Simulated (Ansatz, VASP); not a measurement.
# One calculation of MgO, two programs

```xyz
2
Lattice="-0.0186 2.1046 2.1046 2.1046 -0.0186 2.1046 2.1046 2.1046 -0.0186" Properties=species:S:1:pos:R:3 pbc="T T T"
Mg    0.0000    0.0000    0.0000
O     2.0953    2.0953    2.0953
```

Change from the starting cell: epitaxial_111 strain +1.0%.

Alike in both runs: task single point; functional r2SCAN; k mesh 10 × 10 × 10; no spin polarisation.

|  | VASP | Ansatz |
| --- | --- | --- |
| version | VASP 6.6.1 | Ansatz 0.2.0 |
| potentials or method | VASP PAW PBE potentials, release 64 (Mg, O) | plane waves, PAW |
| plane-wave cutoff (eV) | 520 | 500 |
| occupations | gaussian, width 0.01 eV | fixed |
| valence electrons in the cell | 8 | 16 |

Ansatz gave:

- gap on the k mesh at the Fermi level (eV): 5.45
- pressure (GPa): -2.7
- traceless stress, the component that is largest in VASP (GPa): 1.33

Which values does VASP return?

gap on the k mesh at the Fermi level (eV): 5.42; pressure (GPa): -3.8; traceless stress, the component that is largest in VASP (GPa): 1.34.

VASP's potentials were made for PBE, not for r2SCAN. VASP's potentials hold 8 valence electrons a cell and Ansatz's 16, so a difference there can come from the potentials and not from the codes.
